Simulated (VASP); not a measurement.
Input of a VASP 6.6.1 run:

Contents of POSCAR:

```
TePb
1.0
    5.4961684874      0.0000000000      0.0000000000
   -2.7480842437      4.7598215335      0.0000000000
    0.0000000000      0.0000000000      6.5736057293
Pb Te
2 2
Direct
    0.3333333333      0.6666666667      0.9388841028
    0.6666666667      0.3333333333      0.4388841028
    0.3333333333      0.6666666667      0.4311158972
    0.6666666667      0.3333333333      0.9311158972
```

File INCAR.step1:

```
SYSTEM = TePb
  PREC = Accurate
  ENCUT = 520
  ISMEAR = 0
  SIGMA = 0.02
  LREAL = .False.
  LASPH = .True.
  NELM = 100
  NBANDS = 28
  GGA = PE
  ALGO = Normal
  EDIFF = 1E-4
  LWAVE = .True.
  LCHARG = .False.
```

File INCAR.step2:

```
SYSTEM = TePb
  PREC = Accurate
  ENCUT = 520
  EDIFF = 1E-7
  ISMEAR = 0
  SIGMA = 0.02
  LREAL = .False.
  LASPH = .True.
  NELM = 100
  ALGO = Normal
  ISIF = 2
  LWAVE = .False.
  LCHARG = .True.
  METAGGA = R2SCAN
  LMIXTAU = .True.
  LELF = .True.
  LVHAR = .True.
  NBANDS = 28
  ISTART = 1
```

KPOINTS

```
Automatic mesh
0
Gamma
  6 6 4
  0 0 0
```

Potentials or basis: VASP PAW PBE potentials, release 64 (Pb_d, Te).

Command:

```bash
$ cat potpaw_PBE.64/Pb_d/POTCAR potpaw_PBE.64/Te/POTCAR > POTCAR
$ cp INCAR.step1 INCAR
$ mpirun -np 1 vasp_std > vasp.out
$ cp INCAR.step2 INCAR
$ mpirun -np 1 vasp_std > vasp.out
```

Problem. Predict the band gap on the k mesh.

Solution. 1.40 eV.

Problem. Estimate the pressure.

Solution. 0.0 GPa.

Problem. Predict the largest force.

Solution. 0.005 eV/Å.

Forces on the atoms (eV/Å):
```
Pb   0.000  0.000 -0.005
Pb   0.000  0.000 -0.005
Te   0.000  0.000  0.005
Te   0.000  0.000  0.005
```

Caveat: the PAW data sets were made with another functional, which shifts forces and pressure a little; spin-orbit coupling is left out, which moves the levels of the heavy elements. A k mesh can miss the band edges.
